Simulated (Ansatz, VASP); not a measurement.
# One calculation of V, two programs

```
CELL_PARAMETERS angstrom
-1.52813 1.52813 1.51300
1.52813 -1.52813 1.51300
1.52813 1.52813 -1.51300
ATOMIC_POSITIONS crystal
V 0.00000 0.00000 0.00000
```

Change from the starting cell: equal xx and yy strain of +1 %.

Alike in both runs: task single point; functional PBE; k mesh 19 × 19 × 19; occupations fermi-dirac, width 0.03 eV; collinear spin.

```csv
,VASP,Ansatz
version,VASP 6.6.1,Ansatz 0.2.0
potentials or method,"VASP PAW PBE potentials, release 64 (V_sv), cutoff 520 eV","all-electron LAPW, scalar-relativistic"
```

|  | VASP | Ansatz | Ansatz less VASP |
| --- | --- | --- | --- |
| pressure (GPa) | -8.0 | -8.3 | -0.24 |
| traceless stress, the component that is largest in VASP (GPa) | 0.77 | 0.76 | -0.001 |
| net moment per atom (μB) | 0.00 | 0.00 | -0.002 |

Ansatz ran all-electron here, and VASP with PAW potentials. Ansatz's warnings: seeded moment not kept.
